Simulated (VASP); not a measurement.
A run of VASP 6.6.1:

The input INCAR:

```
PREC = Accurate
ENCUT = 520
EDIFF = 1E-6
ISMEAR = 0
SIGMA = 0.05
LREAL = F
LASPH = T
NELM = 80
ALGO = Normal
ISIF = 2
LWAVE = F
LCHARG = T
GGA = PS
LELF = T
LVHAR = T
NBANDS = 16
```

Contents of KPOINTS:

```
regular mesh
0
Gamma
  9 9 6
```

The input POSCAR:

```
MgO
1.0
    3.6113000000      0.0000000000      0.0000000000
   -1.8056500000      3.1274775407      0.0000000000
    0.0000000000      0.0000000000      4.0549000000
Mg O
2 2
Direct
    0.6666666667      0.3333333333      0.7500000000
    0.3333333333      0.6666666667      0.2500000000
    0.6666666667      0.3333333333      0.2500000000
    0.3333333333      0.6666666667      0.7500000000
```

Potentials or basis: VASP PAW PBE potentials, release 64 (Mg, O).

Command:

```bash
$ cat potpaw_PBE.64/Mg/POTCAR potpaw_PBE.64/O/POTCAR > POTCAR
$ mpirun -np 1 vasp_std > vasp.out
```

Hardware: 1 thread of Intel(R) Xeon(R) Platinum 8488C (Sapphire Rapids), with other jobs on the host.

Task: How long does it take, and how much memory?

Result: Wall time 33 s on 1 thread of Intel(R) Xeon(R) Platinum 8488C (Sapphire Rapids), on a shared host, peak memory 0.17 GiB. Counts: scf iterations 14, k points 48.
